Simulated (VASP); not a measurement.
Yb:

```
Yb
1.0
    -2.15148    2.15148    2.15148
     2.15148   -2.15148    2.15148
     2.15148    2.15148   -2.15148
Yb
1
Cartesian
  0.0000 0.0000 0.0000
```

This isn't the form of Yb at room conditions, which is fcc.

Program: VASP 6.6.1. Alike in all runs: task single point; potentials or basis VASP PAW PBE potentials, release 64 (Yb); cell as given; cutoff (eV) 520.

Question: Order these runs on this cell by their pressure, lowest first.
A. level PBEsol; spin collinear, ferromagnetic start; k mesh 9 × 9 × 9; smearing gaussian 0.05 eV
B. level PBE; spin off; k mesh 9 × 9 × 9; smearing fermi-dirac 0.05 eV
C. level PBE; spin collinear, ferromagnetic start; fixed moment (μB) 0.5; k mesh 7 × 7 × 7; smearing fermi-dirac 0.05 eV

Answer: B (-37.7 GPa), A (-4.2 GPa), C (-2.0 GPa).

Caveats: the cell stands under tension (at least some runs); the PAW data sets were made with another functional, which shifts forces and pressure a little (at least some runs); the total moment is fixed, so each spin has its own Fermi level (at least some runs).
